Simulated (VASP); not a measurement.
# Ag (Fm-3m) in VASP: single point with LDA

Aim: the single point of Ag with LDA.

All numbers are computed with VASP 6.6.1; they aren't measurements. Logs are shortened: lines on timing, memory, paths and dates and some standing lists are left out, and cuts for length are marked.

### Step 1. The cell of the first run

Symmetry: Fm-3m, No. 225, cubic system. Conventional cell: a = 4.085 Å, b = 4.085 Å, c = 4.085 Å, α = 90.00°, β = 90.00°, γ = 90.00°. Ag (site symmetry m-3m) has 12 Ag at 2.89 Å within 3.8 Å.

### Step 2. Single point, LDA

Input file INCAR:

```
SYSTEM = Ag
PREC = Accurate
ENCUT = 500
EDIFF = 1E-6
ISMEAR = -1
SIGMA = 0.0272
LREAL = .False.
LASPH = .True.
NELM = 120
ALGO = Normal
ISIF = 2
LWAVE = .False.
LCHARG = .False.
GGA = CA
NBANDS = 12
GGA_COMPAT = .False.
```

Input file KPOINTS:

```
Automatic mesh
0
Gamma
  12 12 12
  0 0 0
```

Input file POSCAR:

```
Ag
1.0
    0.0000000000      2.0427500000      2.0427500000
    2.0427500000      0.0000000000      2.0427500000
    2.0427500000      2.0427500000      0.0000000000
Ag
1
Direct
    0.0000000000      0.0000000000      0.0000000000
```

Potentials or basis: VASP PAW LDA potentials, release 64 (Ag).

Launch:

```sh
> cat potpaw_LDA.64/Ag/POTCAR > POTCAR
> mpirun -np 1 vasp_std > vasp.out
```

OUTCAR:

```text
SYSTEM = Ag
   PREC = Accurate
   ENCUT = 500
   EDIFF = 1E-6
   ISMEAR = -1
   LREAL = .False.
   LASPH = .True.
   NELM = 120
   ISIF = 2
   GGA = CA

 ion  position               nearest neighbor table
   1  0.000  0.000  0.000-

  LATTYP: Found a face centered cubic cell.
 ALAT       =     4.0855000000

  Lattice vectors:

 A1 = (   0.0000000000,   2.0427500000,   2.0427500000)
 A2 = (   2.0427500000,   0.0000000000,   2.0427500000)
 A3 = (   2.0427500000,   2.0427500000,   0.0000000000)

Analysis of symmetry for initial positions (statically):
=====================================================================
 Subroutine PRICEL returns:
 Original cell was already a primitive cell.

 Routine SETGRP: Setting up the symmetry group for a
 face centered cubic supercell.

 Subroutine GETGRP returns: Found 48 space group operations
 (whereof 48 operations were pure point group operations)
 out of a pool of 48 trial point group operations.

The static configuration has the point symmetry O_h .

Analysis of symmetry for dynamics (positions and initial velocities):
=====================================================================
 Subroutine PRICEL returns:
 Original cell was already a primitive cell.

 Routine SETGRP: Setting up the symmetry group for a
 face centered cubic supercell.

 Subroutine GETGRP returns: Found 48 space group operations
 (whereof 48 operations were pure point group operations)
 out of a pool of 48 trial point group operations.

The dynamic configuration has the point symmetry O_h .

 Subroutine INISYM returns: Found 48 space group operations
 (whereof 48 operations are pure point group operations),
 and found     1 'primitive' translations

----------------------------------------------------------------------------------------

                                     Primitive cell

  volume of cell :      17.0481

  direct lattice vectors                    reciprocal lattice vectors
     0.000000000  2.042750000  2.042750000    -0.244768082  0.244768082  0.244768082
     2.042750000  0.000000000  2.042750000     0.244768082 -0.244768082  0.244768082
     2.042750000  2.042750000  0.000000000     0.244768082  0.244768082 -0.244768082

  length of vectors
     2.888884755  2.888884755  2.888884755     0.423950755  0.423950755  0.423950755

  position of ions in fractional coordinates (direct lattice)
     0.000000000  0.000000000  0.000000000

  ion indices of the primitive-cell ions
   primitive index   ion index
                 1           1

----------------------------------------------------------------------------------------

 KPOINTS: Automatic mesh

Automatic generation of k-mesh.
 Grid dimensions read from file:
 generate k-points for:   12   12   12

 Generating k-lattice:

  Cartesian coordinates                     Fractional coordinates (reciprocal lattice)
    -0.020397340  0.020397340  0.020397340     0.083333333  0.000000000  0.000000000
     0.020397340 -0.020397340  0.020397340     0.000000000  0.083333333  0.000000000
     0.020397340  0.020397340 -0.020397340     0.000000000  0.000000000  0.083333333

  Length of vectors
     0.035329230  0.035329230  0.035329230

  Shift w.r.t. Gamma in fractional coordinates (k-lattice)
     0.000000000  0.000000000  0.000000000

 Subroutine IBZKPT returns following result:
 ===========================================

 Found     72 irreducible k-points:

 Following reciprocal coordinates:
            Coordinates               Weight
  0.000000  0.000000  0.000000      1.000000
  0.083333  0.000000  0.000000      8.000000
  0.166667  0.000000  0.000000      8.000000
  0.250000  0.000000  0.000000      8.000000
  0.333333  0.000000  0.000000      8.000000
  0.416667  0.000000  0.000000      8.000000
[... 16 lines left out ...]
  0.500000  0.166667  0.000000     24.000000
 -0.416667  0.166667  0.000000     24.000000
 [... further k-points ...]
   k-points           NKPTS =     72   k-points in BZ     NKDIM =     72   number of bands    NBANDS=     12
   number of dos      NEDOS =    301   number of ions     NIONS =      1
   total plane-waves  NPLWV =  13824
   dimension x,y,z NGX =    24 NGY =   24 NGZ =   24
   dimension x,y,z NGXF=    48 NGYF=   48 NGZF=   48
   ions per type =               1
   NGX,Y,Z   is equivalent  to a cutoff of  13.81, 13.81, 13.81 a.u.
   NGXF,Y,Z  is equivalent  to a cutoff of  27.62, 27.62, 27.62 a.u.
 SYSTEM =  Ag
   PREC   = accura    normal or accurate (medium, high low for compatibility)
   ISTART =      0    job   : 0-new  1-cont  2-samecut
   ICHARG =      2    charge: 1-file 2-atom 10-const
   ISPIN  =      1    spin polarized calculation?
   LNONCOLLINEAR =      F non collinear calculations
   LSORBIT =      F    spin-orbit coupling
   LASPH  =      T    aspherical Exc in radial PAW
   ENCUT  =  500.0 eV  36.75 Ry    6.06 a.u.   5.27  5.27  5.27*2*pi/ulx,y,z
   NELM   =    120;   NELMIN=  2; NELMDL= -5     # of ELM steps
   EDIFF  = 0.1E-05   stopping-criterion for ELM
   LREAL  =      F    real-space projection
   EDIFFG = 0.1E-04   stopping-criterion for IOM
   NSW    =      0    number of steps for IOM
   IBRION =     -1    ionic relax: 0-MD 1-quasi-New 2-CG
   NFREE  =      0    steps in history (QN), initial steepest desc. (CG)
   ISIF   =      2    stress and relaxation
   ISYM   =      2    0-nonsym 1-usesym 2-fastsym
   POTIM  = 0.5000    time-step for ionic-motion
   TEBEG  =    0.0;   TEEND  =   0.0 temperature during run
   PSTRESS=    0.0 pullay stress
   NELECT =      11.0000    total number of electrons
   NUPDOWN=      -1.0000    fix difference up-down
   EMIN   =  10.00;   EMAX   =-10.00  energy-range for DOS
   EFERMI =   0.00;   METHOD = LEGACY
   ISMEAR =    -1;   SIGMA  =   0.03  broadening in eV -4-tet -1-fermi 0-gaus
   EFERMI_NEDOS =   21; number of points for ismear=-14 and -15
   IALGO  =     38    algorithm
   IMIX   =      4    mixing-type and parameters
     AMIX     =   0.40;   BMIX     =  1.00
     AMIX_MAG =   1.60;   BMIX_MAG =  1.00
  volume/ion in A,a.u.               =      17.05       115.05
  Fermi-wavevector in a.u.,A,eV,Ry     =   1.414644  2.673290 27.228221  2.001218
  Thomas-Fermi vector in A             =   2.536165
   LORBIT       =      0    0 simple, 1 ext, 2 COOP (PROOUT), +10 PAW based schemes
   GGA     = CA    functional components
   LHFCALC =     F    Hartree Fock is set to
   AEXX    =    0.0000 exact exchange contribution
   IVDW    =     0    specifies the selected vdW correction
   LEPSILON=     F    determine dielectric tensor
   LRPA    =     F    only Hartree local field effects (RPA)
 non-spin polarized calculation
  energy-cutoff  :      500.00
  volume of cell :       17.05
 maximum number of plane-waves:       448
 NGX is ok and might be reduce to    24
   NGX = 11   NGY = 11   NGZ = 11

 number of electron      10.9999999 magnetization

 Free energy of the ion-electron system (eV)
  ---------------------------------------------------
  ext. energy  EPLUGINS =         0.00000000
  ---------------------------------------------------
  free energy    TOTEN  =        -3.75302440 eV

  energy without entropy =       -3.75192819  energy(sigma->0) =       -3.75247629

 E-fermi :   8.0991     XC(G=0): -12.5840

 val. band max:        7.9449329163   @ k =   0.5000   0.3333   0.1667
 cond. band min:       8.1115678814   @ k =   0.5000   0.0833   0.0000
 fundamental gap:      0.1666349651
 Fermi energy:         8.0991029015

 k-point     1 :       0.0000    0.0000    0.0000
  band No.  band energies     occupation
      1       0.3196      2.00000
      2       3.3776      2.00000
      3       3.3776      2.00000
      4       3.3776      2.00000
      5       4.4328      2.00000
      6       4.4328      2.00000
      7      24.1694      0.00000
      8      27.6728      0.00000
      9      27.6728      0.00000
     10      27.6728      0.00000
     11      32.6917      0.00000
     12      33.6710      0.00000

 k-point     2 :       0.0833    0.0000    0.0000
  band No.  band energies     occupation
      1       0.5351      2.00000
      2       3.3293      2.00000
      3       3.4366      2.00000
      4       3.4366      2.00000
      5       4.4113      2.00000
      6       4.4113      2.00000
      7      24.1654      0.00000
      8      26.1137      0.00000
      9      27.7604      0.00000
     10      27.7604      0.00000
     11      32.2997      0.00000
     12      33.3772      0.00000

 k-point     3 :       0.1667    0.0000    0.0000
  band No.  band energies     occupation
      1       1.1176      2.00000
      2       3.2705      2.00000
      3       3.5556      2.00000
      4       3.5556      2.00000
      5       4.4049      2.00000
      6       4.4049      2.00000
      7      22.4185      0.00000
      8      25.0686      0.00000
      9      27.8966      0.00000
     10      27.8966      0.00000
     11      31.0441      0.00000
     12      32.4195      0.00000
[... 286 lines left out ...]
 k-point    23 :       0.5000    0.1667    0.0000
  band No.  band energies     occupation
      1       2.1595      2.00000
      2       3.1233      2.00000
      3       3.7748      2.00000
      4       4.0416      2.00000
      5       5.2655      2.00000
      6       8.7253      0.00000
      7      12.8172      0.00000
      8      21.6418      0.00000
      9      23.4339      0.00000
     10      24.5354      0.00000
     11      33.0534      0.00000
     12      33.1566      0.00000

 k-point    24 :      -0.4167    0.1667    0.0000
  band No.  band energies     occupation
      1       2.1964      2.00000
      2       3.1191      2.00000
      3       3.7294      2.00000
      4       4.1935      2.00000
      5       5.0986      2.00000
      6       9.3012      0.00000
      7      12.2000      0.00000
      8      20.8571      0.00000
      9      24.3541      0.00000
     10      24.5003      0.00000
     11      32.5458      0.00000
     12      32.7542      0.00000

 [... further k-points ...]

------------------------ aborting loop because EDIFF is reached ----------------------------------------

  FORCE on cell =-STRESS in cart. coord.  units (eV):
  Direction    XX          YY          ZZ          XY          YZ          ZX
  --------------------------------------------------------------------------------------
  -------------------------------------------------------------------------------------
  Total       -0.7407267     -0.7407267     -0.7407267      0.0000000      0.0000000      0.0000000
  in kB      -69.6134119    -69.6134119    -69.6134119      0.0000000      0.0000000      0.0000000
  external PRESSURE =     -69.6134119 kB  Pullay stress =       0.0000000 kB

 VOLUME and BASIS-vectors are now :
 -----------------------------------------------------------------------------
  energy-cutoff  :      500.00
  volume of cell :       17.05
      direct lattice vectors                 reciprocal lattice vectors
     0.000000000  2.042750000  2.042750000    -0.244768082  0.244768082  0.244768082
     2.042750000  0.000000000  2.042750000     0.244768082 -0.244768082  0.244768082
     2.042750000  2.042750000  0.000000000     0.244768082  0.244768082 -0.244768082

 POSITION                                       TOTAL-FORCE (eV/Angst)
 -----------------------------------------------------------------------------------
      0.00000      0.00000      0.00000        -0.000000     -0.000000     -0.000000
 -----------------------------------------------------------------------------------
    total drift:                               -0.000000      0.000000     -0.000000

  FREE ENERGIE OF THE ION-ELECTRON SYSTEM (eV)
  ---------------------------------------------------
  free  energy   TOTEN  =        -3.7530243958 eV

  energy  without entropy=       -3.7519281936  energy(sigma->0) =       -3.75247629
```

Run time: 7 s. Hardware: 1 thread of Intel Xeon Platinum 8488C (Sapphire Rapids), shared host; peak memory 0.13 GiB.

Results:

```
Free energy : -3.7530 eV
Pressure    : -7.0 GPa
```

Levels at points of the mesh, in eV from the Fermi level:
| k point | band 4 | band 5 | band 6 | band 7 | band 8 | band 9 |
| --- | --- | --- | --- | --- | --- | --- |
| (0.00, 0.00, 0.00) | -4.72 | -3.67 | -3.67 | 16.07 | 19.57 | 19.57 |
| (0.50, 0.00, 0.00) | -2.86 | -2.86 | -0.38 | 3.62 | 15.33 | 17.77 |
| (0.50, 0.50, 0.00) | -2.65 | -2.65 | 1.59 | 6.76 | 10.61 | 10.61 |
